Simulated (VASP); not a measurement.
Runs of VASP 6.6.1 on ReRh2. The structure is that of space group P6/mmm (No. 191), or close to it. The cells are those of the table. 

```csv
task,cell,k mesh,cutoff (eV),gap on the mesh (eV),pressure (GPa),relaxed volume (Å³/atom)
single point,"a = 4.311, b = 4.311, c = 2.680 Å, angles 90.0, 90.0, 120.0°, 3 atoms",6 × 6 × 6,520,none,0.1,-
single point,"a = 4.317, b = 4.317, c = 2.676 Å, angles 90.0, 90.0, 120.0°, 3 atoms",12 × 12 × 18,520,none,(b),-
single point,"a = 4.189, b = 4.189, c = 2.663 Å, angles 90.0, 90.0, 120.0°, 3 atoms",6 × 6 × 6,520,none,23.2,-
relaxation of cell and atoms,"relaxed from a = 4.189, b = 4.189, c = 2.663 Å, angles 90.0, 90.0, 120.0°, 3 atoms",6 × 6 × 6,600,none,0.2,14.37
relaxation of cell and atoms,"relaxed from a = 4.311, b = 4.311, c = 2.680 Å, angles 90.0, 90.0, 120.0°, 3 atoms",12 × 12 × 18,600,none,0.0,(a)
```

Alike in all rows: level PBE; potentials or basis VASP PAW PBE potentials, release 64 (Re, Rh_pv); no spin polarisation; smearing gaussian 0.1 eV.

**Question.** Fill in the values left out.

**Answer.** (a) 14.39; (b) -0.1.

Caveats: some runs use coarse meshes; spin-orbit coupling is left out, which moves the levels of the heavy elements.

A k mesh can miss the band edges, and the runs leave out spin-orbit coupling on Re, Rh.

A gap of «none» marks levels without a gap at the run's occupations.
